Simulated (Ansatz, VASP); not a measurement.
# B3N2 in VASP and in Ansatz

The input INCAR:

```
PREC = Accurate
ENCUT = 600
EDIFF = 1E-6
ISMEAR = 0
SIGMA = 0.1
LREAL = F
LASPH = T
NELM = 100
ALGO = Normal
ISIF = 3
LWAVE = F
LCHARG = F
GGA = PE
IBRION = 2
NSW = 100
EDIFFG = -0.01
```

Contents of KPOINTS:

```
regular mesh
0
Gamma
  12 12 8
```

POSCAR

```
B3N2
1.0
    3.4477206273      0.0000000000      0.0000000000
   -1.7238603136      2.9858136484      0.0000000000
    0.0000000000      0.0000000000      4.4012131937
B N
3 2
Direct
    0.3358509262      0.0000000000      0.0000000000
    0.0000000000      0.3358509262      0.0000000000
    0.6641490738      0.6641490738      0.0000000000
    0.0000000000      0.0000000000      0.7651521541
    0.0000000000      0.0000000000      0.2348478459
```

Input for Ansatz:

```yaml
crystal:
  lattice:
    - [3.4477206273, 0.0, 0.0]
    - [-1.7238603136, 2.9858136484, 0.0]
    - [0.0, 0.0, 4.4012131937]
  atoms:
    - { symbol: B, position: [0.3358509262, 0.0, 0.0] }
    - { symbol: B, position: [0.0, 0.3358509262, 0.0] }
    - { symbol: B, position: [0.6641490738, 0.6641490738, 0.0] }
    - { symbol: "N", position: [0.0, 0.0, 0.7651521541] }
    - { symbol: "N", position: [0.0, 0.0, 0.2348478459] }
basis:
  ecutwfc: 420
kpoints:
  mp_grid: { grid: [12, 12, 8] }
hamiltonian:
  xc: pbe
scf:
  occupations: { method: gaussian, width: 0.1 }
output:
  forces: true
  stress: true
  eigenvalues: true
  write_density: true
  write_potential: true
  elf: true
  volumetric_format: npy
relax:
  adjacent_minimum: "off"
  f_tol: 0.01
  max_steps: 80
  cell: { stress_tol: 0.05 }
```

Alike in both runs: task relaxation of cell and atoms; functional PBE; k mesh 12 × 12 × 8; occupations gaussian, width 0.1 eV; no spin polarisation.

|  | VASP | Ansatz |
| --- | --- | --- |
| version | VASP 6.6.1 | Ansatz 0.2.0 |
| potentials or method | VASP PAW PBE potentials, release 64 (B, N), cutoff 600 eV | scalar-relativistic, plane waves, PAW |
| valence electrons in the cell | 19 | 19 |

|  | VASP | Ansatz | Ansatz less VASP |
| --- | --- | --- | --- |
| gap on the k mesh at the Fermi level, each at its own relaxed structure (eV) | none | none | - |
| relaxed volume (Å³/atom) | 8.85 | 8.88 | +0.029 |
| relaxed cell length with the largest relative difference (Å) | 4.307 | 4.313 | +0.0061 |

A gap of «none» marks a metal or a gap that the smearing closes.
